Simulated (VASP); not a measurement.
Write the native input for VASP 6.6.1 that does the following.

```
Task                   : single point
Functional             : PBEsol
Potentials or basis    : VASP PAW PBE potentials, release 64 (Ag)
Cutoff                 : 520 eV
k mesh                 : 16 × 16 × 10
Occupations            : gaussian, width 0.1 eV
Spin                   : no spin polarisation
Dipole correction      : no
Further INCAR settings : ALGO = Normal; EDIFF = 1e-06; NBANDS = 18
```

The structure of Ag lies in POSCAR:

```
Ag
1.0
    1.4333458528     -2.4829200151      0.0000000000
    1.4333458528      2.4829200151      0.0000000000
    0.0000000000      0.0000000000      4.6929493658
Ag
2
Direct
    0.6665788445      0.3334211555      0.2500000000
    0.3334211555      0.6665788445      0.7500000000
```

These files were run (other wordings do the same):

INCAR

```
ALGO = Normal ; EDIFF = 1E-6
ENCUT = 520 ; GGA = PS
ISIF = 2 ; ISMEAR = 0
LASPH = True ; LCHARG = False
LREAL = False ; LWAVE = False
NBANDS = 18 ; NELM = 100
PREC = Accurate ; SIGMA = 0.1
```

KPOINTS

```
k-points
0
Gamma
  16 16 10
```

Potentials or basis: VASP PAW PBE potentials, release 64 (Ag).

Run with:

```console
$ cat potpaw_PBE.64/Ag/POTCAR > POTCAR
$ mpirun -np 1 vasp_std > vasp.out
```

It gave:

* Pressure: -0.2 GPa
* Band gap on the k mesh: zero (band 11 reaches 12.20 eV, above the bottom of band 12 at 5.12 eV)

Caveat: the PAW data sets were made with another functional, which shifts forces and pressure a little.

Wall time 120 s on 1 thread of Intel(R) Xeon(R) Platinum 8488C (Sapphire Rapids), with other jobs on the host, peak memory 0.32 GiB.
